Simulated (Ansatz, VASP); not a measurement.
**Two plane-wave programs on Pd**

```
Pd
1.0
     2.59591    0.00000    0.00000
     0.00000    2.59591    0.00000
     0.00000    0.00000    2.59591
Pd
1
Cartesian
  0.0000 0.0000 0.0000
```

Alike in both runs: task single point; functional BLYP; k mesh 13 × 13 × 13; occupations fermi-dirac, width 0.05 eV; collinear spin.

|  | VASP | Ansatz |
| --- | --- | --- |
| version | VASP 6.6.1 | Ansatz 0.2.0 |
| potentials or method | VASP PAW PBE potentials, release 64 (Pd), cutoff 520 eV | plane waves (420 eV) with PAW, scalar-relativistic |
| valence electrons in the cell | 10 | 18 |

|  | VASP | Ansatz | Ansatz less VASP |
| --- | --- | --- | --- |
| pressure (GPa) | 10.4 | 10.2 | -0.23 |
| net moment per atom (μB) | 0.00 | 0.00 | 0.000 |

VASP's potentials were made for PBE, not for BLYP. VASP's potentials hold 10 valence electrons a cell and Ansatz's 18, so a difference there can come from the potentials and not from the codes. Ansatz's warnings: seeded moment not kept.
